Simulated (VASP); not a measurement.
Wanted: the native input for a VASP 6.6.1 run.

- Task: single point
- Functional: PBE
- Potentials or basis: VASP PAW PBE potentials, release 64 (Zn, S)
- Cutoff: 520 eV
- k mesh: 8 × 8 × 8
- Occupations: fermi-dirac, width 0.02 eV
- Spin: no spin polarisation
- Dipole correction: no
- Further INCAR settings: ALGO = Normal; EDIFF = 1e-06; NBANDS = 16

The structure of ZnS lies in POSCAR:

```
ZnS
1.0
    0.0211934752      2.7152793095      2.7152793095
    2.7152793095      0.0211934752      2.7152793095
    2.7152793095      2.7152793095      0.0211934752
Zn S
1 1
Direct
    0.0006586669      0.0006586669      0.0006586669
    0.2493413331      0.2493413331      0.2493413331
```

This cell differs from its parent crystal: strain along [111] +1.2%.

One way to write it, as run:

INCAR

```
SYSTEM = ZnS
  PREC = Accurate
  ENCUT = 520
  EDIFF = 1E-6
  ISMEAR = -1
  SIGMA = 0.02
  LREAL = .FALSE.
  LASPH = .TRUE.
  NELM = 60
  ALGO = Normal
  ISIF = 2
  LWAVE = .FALSE.
  LCHARG = .TRUE.
  GGA = PE
  LELF = .TRUE.
  LVHAR = .TRUE.
  NBANDS = 16
```

KPOINTS

```
regular mesh
0
G
  8 8 8
  0 0 0
```

Potentials or basis: VASP PAW PBE potentials, release 64 (Zn, S).

Launch:

```sh
$ cat potpaw_PBE.64/Zn/POTCAR potpaw_PBE.64/S/POTCAR > POTCAR
$ mpirun -np 1 vasp_std > vasp.out
```

Results of the run:

```json
{
 "Pressure": "1.5 GPa",
 "Largest force": "0.004 eV/Å",
 "Band gap on the k mesh": "2.08 eV"
}
```

Caveat: the cell differs from its parent crystal (strain along [111] +1.2%).

Run time: 18 s on 1 thread of Intel(R) Xeon(R) 6975P-C (Granite Rapids), on a shared host, peak memory 0.19 GiB.
